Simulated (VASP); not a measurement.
# Ta2SiO3 (P4/mmm) in VASP: further runs, part 2 of 2

VASP 6.6.1. The steps go on from the part before.

### 3 Single point, PBE

This run uses another cell than the first one, of 16.48 Å³/atom.

INCAR reads:

```
SYSTEM = Ta2SiO3
ALGO     = Normal         ! electronic algorithm
EDIFF    = 1E-7           ! SCF threshold, eV
ENCUT    = 520            ! plane-wave cutoff, eV
GGA      = PE             ! functional
ISIF     = 2              ! what is computed and relaxed
ISMEAR   = 0              ! smearing method
LASPH    = .True.         ! aspherical terms in the spheres
LCHARG   = .False.        ! write CHGCAR
LREAL    = .False.        ! projectors in reciprocal space
LWAVE    = .False.        ! write WAVECAR
NBANDS   = 31             ! bands
NELM     = 60             ! most SCF steps
PREC     = Accurate       ! precision mode
SIGMA    = 0.1            ! smearing width, eV
```

KPOINTS reads:

```
k-points
0
Gamma
  14 14 4
  0 0 0
```

POSCAR reads:

```
Ta2SiO3
1.0
    2.7171048776      0.0000000000      0.0000000000
    0.0000000000      2.7171048776      0.0000000000
    0.0000000000      0.0000000000     13.3935571412
Ta Si O
2 1 3
Direct
    0.5000000000      0.5000000000      0.3925683435
    0.5000000000      0.5000000000      0.6074316565
    0.5000000000      0.5000000000      0.0000000000
    0.0000000000      0.0000000000      0.6826631770
    0.0000000000      0.0000000000      0.3173368230
    0.0000000000      0.0000000000      0.5000000000
```

Potentials or basis: VASP PAW PBE potentials, release 64 (Ta_pv, Si, O).

The run is started by

```bash
cat potpaw_PBE.64/Ta_pv/POTCAR potpaw_PBE.64/Si/POTCAR potpaw_PBE.64/O/POTCAR > POTCAR
mpirun -np 1 vasp_std > vasp.out
```

OUTCAR:

```text
SYSTEM = Ta2SiO3
   EDIFF = 1E-7
   ENCUT = 520
   GGA = PE
   ISIF = 2
   ISMEAR = 0
   LASPH = .True.
   LREAL = .False.
   NELM = 60
   PREC = Accurate

 ion  position               nearest neighbor table
   1  0.500  0.500  0.393-   5 2.17   5 2.17   5 2.17   5 2.17   6 2.40   6 2.40   6 2.40   6 2.40
                             2 2.88
   2  0.500  0.500  0.607-   4 2.17   4 2.17   4 2.17   4 2.17   6 2.40   6 2.40   6 2.40   6 2.40
                             1 2.88
   3  0.500  0.500  0.000-
   4  0.000  0.000  0.683-   2 2.17   2 2.17   2 2.17   2 2.17
   5  0.000  0.000  0.317-   1 2.17   1 2.17   1 2.17   1 2.17
   6  0.000  0.000  0.500-   1 2.40   2 2.40   1 2.40   2 2.40   1 2.40   2 2.40   1 2.40   2 2.40

  LATTYP: Found a simple tetragonal cell.
 ALAT       =     2.7171048776
 C/A-ratio  =     4.9293486062

  Lattice vectors:

 A1 = (   2.7171048776,   0.0000000000,   0.0000000000)
 A2 = (   0.0000000000,   2.7171048776,   0.0000000000)
 A3 = (   0.0000000000,   0.0000000000,  13.3935571412)

Analysis of symmetry for initial positions (statically):
=====================================================================
 Subroutine PRICEL returns:
 Original cell was already a primitive cell.

 Routine SETGRP: Setting up the symmetry group for a
 simple tetragonal supercell.

 Subroutine GETGRP returns: Found 16 space group operations
 (whereof 16 operations were pure point group operations)
 out of a pool of 16 trial point group operations.

The static configuration has the point symmetry D_4h.

Analysis of symmetry for dynamics (positions and initial velocities):
=====================================================================
 Subroutine PRICEL returns:
 Original cell was already a primitive cell.

 Routine SETGRP: Setting up the symmetry group for a
 simple tetragonal supercell.

 Subroutine GETGRP returns: Found 16 space group operations
 (whereof 16 operations were pure point group operations)
 out of a pool of 16 trial point group operations.

[... 130 lines left out ...]
  Fermi-wavevector in a.u.,A,eV,Ry     =   1.249845  2.361865 21.253830  1.562112
  Thomas-Fermi vector in A             =   2.383867
   LORBIT       =      0    0 simple, 1 ext, 2 COOP (PROOUT), +10 PAW based schemes
   GGA     = PE    functional components
   LHFCALC =     F    Hartree Fock is set to
   AEXX    =    0.0000 exact exchange contribution
   IVDW    =     0    specifies the selected vdW correction
   LEPSILON=     F    determine dielectric tensor
   LRPA    =     F    only Hartree local field effects (RPA)
 non-spin polarized calculation
 Gauss-broadening in eV      SIGMA  =   0.10
  energy-cutoff  :      520.00
  volume of cell :       98.88
 maximum number of plane-waves:      2692
   NGX = 11   NGY = 11   NGZ = 49

 number of electron      44.0000001 magnetization

 Free energy of the ion-electron system (eV)
  ---------------------------------------------------
  ext. energy  EPLUGINS =         0.00000000
  ---------------------------------------------------
  free energy    TOTEN  =       -51.00832658 eV

  energy without entropy =      -50.99878785  energy(sigma->0) =      -51.00355721

 E-fermi :   3.9586     XC(G=0):  -9.6564

 val. band max:        3.9210278069   @ k =   0.2143   0.0000   0.5000
 cond. band min:       3.9842858705   @ k =   0.3571   0.0000   0.5000
 fundamental gap:      0.0632580637
 Fermi energy:         3.9586458994

 k-point     1 :       0.0000    0.0000    0.0000
  band No.  band energies     occupation
      1     -32.2099      2.00000
      2     -31.7587      2.00000
      3     -31.3187      2.00000
      4     -31.3187      2.00000
      5     -31.2801      2.00000
      6     -31.2801      2.00000
[... 805 lines left out ...]
     30       8.1367      0.00000
     31       8.2408      0.00000

 [... further k-points ...]

------------------------ aborting loop because EDIFF is reached ----------------------------------------

  FORCE on cell =-STRESS in cart. coord.  units (eV):
  Direction    XX          YY          ZZ          XY          YZ          ZX
  --------------------------------------------------------------------------------------
  -------------------------------------------------------------------------------------
  Total        0.3598741      0.3598741      0.1555777      0.0000000     -0.0000000      0.0000000
  in kB        5.8311258      5.8311258      2.5208630      0.0000000     -0.0000000      0.0000000
  external PRESSURE =       4.7277049 kB  Pullay stress =       0.0000000 kB

 VOLUME and BASIS-vectors are now :
 -----------------------------------------------------------------------------
  energy-cutoff  :      520.00
  volume of cell :       98.88
      direct lattice vectors                 reciprocal lattice vectors
     2.717104878  0.000000000  0.000000000     0.368038793  0.000000000  0.000000000
     0.000000000  2.717104878  0.000000000     0.000000000  0.368038793  0.000000000
     0.000000000  0.000000000 13.393557141     0.000000000  0.000000000  0.074662764

 POSITION                                       TOTAL-FORCE (eV/Angst)
 -----------------------------------------------------------------------------------
      1.35855      1.35855      5.25789         0.000000     -0.000000      0.017453
      1.35855      1.35855      8.13567        -0.000000      0.000000     -0.017453
      1.35855      1.35855      0.00000         0.000000     -0.000000      0.000000
      0.00000      0.00000      9.14329        -0.000000     -0.000000      0.053630
      0.00000      0.00000      4.25027        -0.000000     -0.000000     -0.053630
      0.00000      0.00000      6.69678         0.000000     -0.000000      0.000000
 -----------------------------------------------------------------------------------
    total drift:                               -0.000000      0.000000      0.000000

  FREE ENERGIE OF THE ION-ELECTRON SYSTEM (eV)
  ---------------------------------------------------
  free  energy   TOTEN  =       -51.0083265798 eV

  energy  without entropy=      -50.9987878477  energy(sigma->0) =      -51.00355721
```

OSZICAR:

```text
N       E                     dE             d eps       ncg     rms          rms(c)
DAV:   1     0.381885258599E+03    0.38189E+03   -0.23862E+04  6720   0.136E+03
DAV:   2    -0.303674914309E+02   -0.41225E+03   -0.39728E+03  8116   0.378E+02
DAV:   3    -0.558623987954E+02   -0.25495E+02   -0.25064E+02  8219   0.917E+01
DAV:   4    -0.564090039904E+02   -0.54661E+00   -0.54327E+00  8704   0.137E+01
DAV:   5    -0.564191708434E+02   -0.10167E-01   -0.10140E-01  8333   0.164E+00    0.309E+01
DAV:   6    -0.515403194571E+02    0.48789E+01   -0.26285E+01  8045   0.300E+01    0.142E+01
DAV:   7    -0.516793144974E+02   -0.13900E+00   -0.85532E+00  8080   0.124E+01    0.944E+00
DAV:   8    -0.512116375718E+02    0.46768E+00   -0.81623E+00  8033   0.740E+00    0.385E+00
DAV:   9    -0.510152372478E+02    0.19640E+00   -0.77250E-01  7955   0.256E+00    0.640E-01
DAV:  10    -0.510097791951E+02    0.54581E-02   -0.19419E-02  8263   0.776E-01    0.320E-01
DAV:  11    -0.510096475128E+02    0.13168E-03   -0.49359E-03  8141   0.441E-01    0.160E-01
DAV:  12    -0.510083358186E+02    0.13117E-02   -0.10628E-03  7986   0.165E-01    0.712E-02
DAV:  13    -0.510083105840E+02    0.25235E-04   -0.14860E-04  8051   0.777E-02    0.239E-02
DAV:  14    -0.510083254334E+02   -0.14849E-04   -0.23663E-05  8047   0.282E-02    0.876E-03
DAV:  15    -0.510083269101E+02   -0.14767E-05   -0.96252E-06  7851   0.143E-02    0.442E-03
DAV:  16    -0.510083266928E+02    0.21733E-06   -0.91552E-07  7861   0.674E-03    0.203E-03
DAV:  17    -0.510083265397E+02    0.15310E-06   -0.26823E-07  7087   0.269E-03    0.618E-04
DAV:  18    -0.510083265798E+02   -0.40060E-07   -0.51719E-08  5678   0.121E-03
   1 F= -.51008327E+02 E0= -.51003557E+02  d E =-.953873E-02
```

stdout:

```text
POSCAR found type information on POSCAR TaSiO
 POSCAR found :  3 types and       6 ions
 scaLAPACK will be used
 LDA part: xc-table for (Slater+PW92), standard interpolation
 POSCAR, INCAR and KPOINTS ok, starting setup
 FFT: planning ... GRIDC
 FFT: planning ... GRID_SOFT
 FFT: planning ... GRID
 WAVECAR not read
 entering main loop
```

It took 6.9 min on 1 thread of Intel Xeon Platinum 8259CL at 2.50GHz (Skylake/Cascade Lake), shared host; peak memory 0.4 GiB.

What came out:

```yaml
Free_energy: -51.0083 eV
Pressure: 0.5 GPa
Largest_force: 0.054 eV/Å
Band_gap_on_the_k_mesh: zero (bands 22 and 23 overlap by 2.43 eV)
```

Forces on the atoms (eV/Å):
```
Ta   0.000  0.000  0.017
Ta   0.000  0.000 -0.017
Si   0.000  0.000  0.000
O    0.000  0.000  0.054
O    0.000  0.000 -0.054
O    0.000  0.000  0.000
```

Caveat: spin-orbit coupling is left out, which moves the levels of the heavy elements.

### 4 Single point, PBE

This run uses another cell than the first one, of 16.48 Å³/atom.

INCAR reads:

```
PREC = Accurate
ENCUT = 520
EDIFF = 1E-6
ISMEAR = 0
SIGMA = 0.1
LREAL = F
LASPH = T
NELM = 60
ALGO = Normal
ISIF = 2
LWAVE = F
LCHARG = T
GGA = PE
LELF = T
LVHAR = T
NBANDS = 31
```

KPOINTS reads:

```
Automatic mesh
0
Gamma
  14 14 4
```

POSCAR is that of step 3.

The run is started by

```bash
cat potpaw_PBE.64/Ta_pv/POTCAR potpaw_PBE.64/Si/POTCAR potpaw_PBE.64/O/POTCAR > POTCAR
mpirun -np 1 vasp_std > vasp.out
```

Run time: 7 min. Hardware: 1 thread of Intel Xeon Platinum 8259CL at 2.50GHz (Skylake/Cascade Lake), shared host; peak memory 0.4 GiB.

Results (log left out):

* Free energy: -51.0083 eV
* Pressure: 0.5 GPa
* Largest force: 0.054 eV/Å
* Band gap on the k mesh: zero (bands 22 and 23 overlap by 2.43 eV)

Forces in eV/Å, atoms in the order of the input:
```
Ta   0.000  0.000  0.017
Ta   0.000  0.000 -0.017
Si   0.000  0.000  0.000
O    0.000  0.000  0.054
O    0.000  0.000 -0.054
O    0.000  0.000  0.000
```

Stress tensor (GPa, compression positive):
```
0.58 0.00 0.00
0.00 0.58 0.00
0.00 0.00 0.24
```

Levels at points of the mesh, in eV from the Fermi level:
| k point | band 18 | band 19 | band 20 | band 21 | band 22 | band 23 | band 24 | band 25 | band 26 | band 27 |
| --- | --- | --- | --- | --- | --- | --- | --- | --- | --- | --- |
| (0.00, 0.00, 0.00) | -4.46 | -4.41 | -4.41 | -4.30 | -2.09 | -0.91 | 1.73 | 2.33 | 4.03 | 4.22 |
| (0.50, 0.00, 0.00) | -4.31 | -3.90 | -3.89 | -2.34 | -1.69 | -0.11 | 1.12 | 1.94 | 2.48 | 3.11 |
| (0.50, 0.50, 0.00) | -3.39 | -1.69 | -1.34 | -1.07 | -1.07 | 2.31 | 2.31 | 3.24 | 3.38 | 3.70 |
| (0.00, 0.00, 0.50) | -4.44 | -4.41 | -4.41 | -4.30 | -2.13 | -0.90 | 1.88 | 2.29 | 3.57 | 4.03 |
| (0.50, 0.00, 0.50) | -4.31 | -3.97 | -3.83 | -2.34 | -1.69 | -0.11 | 1.12 | 1.94 | 2.48 | 3.11 |
| (0.50, 0.50, 0.50) | -3.39 | -1.69 | -1.35 | -1.07 | -1.07 | 2.31 | 2.31 | 3.26 | 3.39 | 3.69 |

Caveat: spin-orbit coupling is left out, which moves the levels of the heavy elements.

The gap in the log of VASP goes by the Fermi energy; the results here count the filled bands.